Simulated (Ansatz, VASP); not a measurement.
**Two plane-wave programs on AlN**

Contents of INCAR:

```
SYSTEM = AlN
ALGO = Normal
EDIFF = 1E-6
ENCUT = 520
GGA = PE
ISIF = 2
ISMEAR = 0
LASPH = .True.
LCHARG = .False.
LREAL = Auto
LWAVE = .False.
NBANDS = 46
NELM = 100
PREC = Accurate
SIGMA = 0.05
```

KPOINTS

```
k-points
0
Gamma
  4 8 3
  0 0 0
```

Contents of POSCAR:

```
AlN
1.0
   -1.5651197814     -2.7108669814      5.0179796556
    1.5651197814     -2.7108669814      0.0000000000
    7.5125749510      2.1686935851      6.0215755867
Al N
8 8
Direct
    0.6483401023      0.9991356412      0.0981155127
    0.7483401023      0.4991356412      0.8481155127
    0.3483401023      0.4991356412      0.3481155127
    0.0483401023      0.9991356412      0.5981155127
    0.8983401022      0.2491356413      0.3064488460
    0.1983401022      0.7491356413      0.0564488460
    0.5983401022      0.7491356413      0.5564488460
    0.2983401022      0.2491356413      0.8064488460
    0.9154198978      0.8083643587      0.1935011540
    0.0154198978      0.3083643587      0.9435011540
    0.6154198978      0.3083643587      0.4435011540
    0.3154198978      0.8083643587      0.6935011540
    0.1654198977      0.0583643587      0.4018344873
    0.4654198977      0.5583643587      0.1518344873
    0.8654198977      0.5583643587      0.6518344873
    0.5654198977      0.0583643587      0.9018344873
```

Input for Ansatz:

```yaml
crystal:
  lattice:
    - [-1.5651197814, -2.7108669814, 5.0179796556]
    - [1.5651197814, -2.7108669814, 0.0]
    - [7.512574951, 2.1686935851, 6.0215755867]
  atoms:
    - { symbol: Al, position: [0.6483401023, 0.9991356412, 0.0981155127] }
    - { symbol: Al, position: [0.7483401023, 0.4991356412, 0.8481155127] }
    - { symbol: Al, position: [0.3483401023, 0.4991356412, 0.3481155127] }
    - { symbol: Al, position: [0.0483401023, 0.9991356412, 0.5981155127] }
    - { symbol: Al, position: [0.8983401022, 0.2491356413, 0.306448846] }
    - { symbol: Al, position: [0.1983401022, 0.7491356413, 0.056448846] }
    - { symbol: Al, position: [0.5983401022, 0.7491356413, 0.556448846] }
    - { symbol: Al, position: [0.2983401022, 0.2491356413, 0.806448846] }
    - { symbol: "N", position: [0.9154198978, 0.8083643587, 0.193501154] }
    - { symbol: "N", position: [0.0154198978, 0.3083643587, 0.943501154] }
    - { symbol: "N", position: [0.6154198978, 0.3083643587, 0.443501154] }
    - { symbol: "N", position: [0.3154198978, 0.8083643587, 0.693501154] }
    - { symbol: "N", position: [0.1654198977, 0.0583643587, 0.4018344873] }
    - { symbol: "N", position: [0.4654198977, 0.5583643587, 0.1518344873] }
    - { symbol: "N", position: [0.8654198977, 0.5583643587, 0.6518344873] }
    - { symbol: "N", position: [0.5654198977, 0.0583643587, 0.9018344873] }
basis:
  ecutwfc: 420
kpoints:
  mp_grid: { grid: [4, 8, 3] }
hamiltonian:
  xc: pbe
scf:
  occupations: { method: gaussian, width: 0.05 }
output:
  forces: true
  stress: true
  eigenvalues: true
  write_density: true
  write_potential: true
  elf: true
  volumetric_format: npy
```

Alike in both runs: task single point; functional PBE; k mesh 4 × 8 × 3; occupations gaussian, width 0.05 eV; no spin polarisation.

```csv
,VASP,Ansatz
version,VASP 6.6.1,Ansatz 0.2.0
potentials or method,"VASP PAW PBE potentials, release 64 (Al, N), cutoff 520 eV","scalar-relativistic, plane waves, PAW"
valence electrons in the cell,64,64
```

VASP gave:

- gap on the k mesh at the Fermi level (eV): 1.98
- least direct gap on the mesh (eV): 2.07
- pressure (GPa): -1.8
- traceless stress, the component that is largest in VASP (GPa): -9.91
- rms of the force components (eV/Å): 0.627

Question: What did Ansatz give for the same quantities?

Answer: gap on the k mesh at the Fermi level (eV): 1.98; least direct gap on the mesh (eV): 2.07; pressure (GPa): -1.5; traceless stress, the component that is largest in VASP (GPa): -9.90; rms of the force components (eV/Å): 0.628.

Atom by atom the forces differ by 0.004 eV/Å (rms over components). The functional is the same, so the differences come from potentials, cutoffs and numerics.
